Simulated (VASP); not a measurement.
Sb, a slab with vacuum:

```
Sb
1.0
     4.10518    0.00000    0.00000
    -2.05259    3.55519    0.00000
     0.00000    0.00000   26.85525
Sb
2
Direct
  0.33333 0.66667 0.31498
  0.66667 0.33333 0.37493
```

Base run:

* Program: VASP 6.6.1
* Functional: PBE
* Potentials or basis: VASP PAW PBE potentials, release 64 (Sb)
* Cutoff: 520 eV
* k mesh: 6 × 6 × 1
* Occupations: gaussian, width 0.01 eV
* Spin: no spin polarisation

Its results: band gap on the k mesh 1.36 eV, indirect (least direct gap 1.60 eV); largest force 0.348 eV/Å.

The run is repeated on the same cell with these changes: functional from PBE to r2SCAN. What comes out?

Band gap on the k mesh 1.62 eV, indirect (least direct gap 2.00 eV); largest force 0.106 eV/Å.

r2SCAN gives the wider gap, since meta-GGAs in the generalised Kohn-Sham scheme recover part of the derivative discontinuity.

Caveats: spin-orbit coupling is left out, which moves the levels of the heavy elements; the PAW data sets were made with another functional, which shifts forces and pressure a little (some runs).

A k mesh can miss the band edges.
